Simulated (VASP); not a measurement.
A run of VASP 6.6.1 is set up as follows.

File INCAR:

```
ALGO = Normal
EDIFF = 1E-6
ENCUT = 520
GGA = PS
ISIF = 2
ISMEAR = 0
LASPH = T
LCHARG = T
LELF = T
LREAL = F
LVHAR = T
LWAVE = F
NBANDS = 18
NELM = 100
PREC = Accurate
SIGMA = 0.15
```

Contents of KPOINTS:

```
k-points
0
Gamma
  16 16 12
```

The input POSCAR:

```
P
1.0
    1.6587070759     -5.1453559977      0.0000000000
    1.6587070759      5.1453559977      0.0000000000
    0.0000000000      0.0000000000      4.1971725448
P
4
Direct
    0.1016384485      0.8983615515      0.9271259313
    0.6089265739      0.3910734261      0.5728740687
    0.8910734261      0.1089265739      0.0728740687
    0.3983615515      0.6016384485      0.4271259313
```

Potentials or basis: VASP PAW PBE potentials, release 64 (P).

Run with:

```bash
$ cat potpaw_PBE.64/P/POTCAR > POTCAR
$ mpirun -np 1 vasp_std > vasp.out
```

(1) What does it give for the band gap on the k mesh?

(2) What does it give for the largest force?

Answers

(1) zero (bands 10 and 11 overlap by 0.12 eV).

(2) 0.080 eV/Å.

Caveat: the cell differs from its parent crystal (atoms displaced along a vibrational mode); the PAW data sets were made with another functional, which shifts forces and pressure a little.
